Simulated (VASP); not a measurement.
Os3Au:

```
CELL_PARAMETERS angstrom
3.84921 0.00000 0.00000
0.00000 3.84921 0.00000
0.00000 0.00000 3.84921
ATOMIC_POSITIONS crystal
Os 0.00000 0.50000 0.50000
Os 0.50000 0.00000 0.50000
Os 0.50000 0.50000 0.00000
Au 0.00000 0.00000 0.00000
```

```yaml
Program: VASP 6.6.1
Task: relaxation of cell and atoms
Functional: PBE
Potentials_or_basis: VASP PAW PBE potentials, release 64 (Os, Au)
Cutoff: 600 eV
k_mesh: 4 × 4 × 4
Occupations: gaussian, width 0.1 eV
Spin: no spin polarisation
```

At the start: pressure 19.1 GPa; volume 14.26 Å³/atom.

How do energy, volume and symmetry change on relaxing?

Over 4 steps the energy falls by 43.1 meV/atom and the volume is 15.03 Å³/atom (+5.4 %); space group Pm-3m (No. 221, to 0.1 Å) before and after.

Step by step:
```
step  energy change (eV)  largest force (eV/Å)  pressure (GPa)  volume (Å³)
   1              0.0000                0.0000           19.07        57.03
   2              1.5052                0.0000          -36.52        72.22
   3             -0.1713                0.0000           -1.39        60.35
   4             -0.1724                0.0000           -0.13        60.11
```

Final structure:
```xyz
4
Lattice="3.9173 0.0000 0.0000 0.0000 3.9173 0.0000 0.0000 0.0000 3.9173" Properties=species:S:1:pos:R:3 pbc="T T T"
Os    0.0000    1.9586    1.9586
Os    1.9586    0.0000    1.9586
Os    1.9586    1.9586    0.0000
Au    0.0000    0.0000    0.0000
```

Caveat: the k points lie up to 0.40 Å⁻¹ apart in the final cell, too coarse for converged energies and pressures of a metal.
